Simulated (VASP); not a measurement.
Ni, 1 atom in the cell. The structure is cubic, space group Pm-3m (No. 221). The conventional cell has a = 2.305 Å, b = 2.305 Å, c = 2.305 Å, α = 90.00°, β = 90.00°, γ = 90.00°. Within 3.0 Å of Ni (site symmetry m-3m) lie 6 Ni at 2.31 Å. 

| Property | Result |
| --- | --- |
| Program | VASP 6.6.1 |
| Task | single point |
| Functional | r2SCAN |
| Potentials or basis | VASP PAW PBE potentials, release 64 (Ni) |
| Cutoff | 520 eV |
| k mesh | 24 × 24 × 24 |
| Occupations | gaussian, width 0.1 eV |
| Spin | collinear spin, ferromagnetic start |
| Starting moments | [0.94] μB |
| Dipole correction | no |
| Further INCAR settings | ALGO = Normal; EDIFF = 1e-07; NBANDS = 15 |

Potentials or basis: VASP PAW PBE potentials, release 64 (Ni).

Launch:

```bash
$ cat potpaw_PBE.64/Ni/POTCAR > POTCAR
$ cp INCAR.step1 INCAR
$ mpirun -np 1 vasp_std > vasp.out
$ cp INCAR.step2 INCAR
$ mpirun -np 1 vasp_std > vasp.out
```

Hardware: 1 thread of Intel(R) Xeon(R) Platinum 8259CL CPU @ 2.50GHz (Skylake/Cascade Lake) (shared host).

Task: Estimate the wall time of this run.

Result: It took 12 min on 1 thread of Intel(R) Xeon(R) Platinum 8259CL CPU @ 2.50GHz (Skylake/Cascade Lake), on a shared host, peak memory 0.23 GiB. Counts: k points 455.
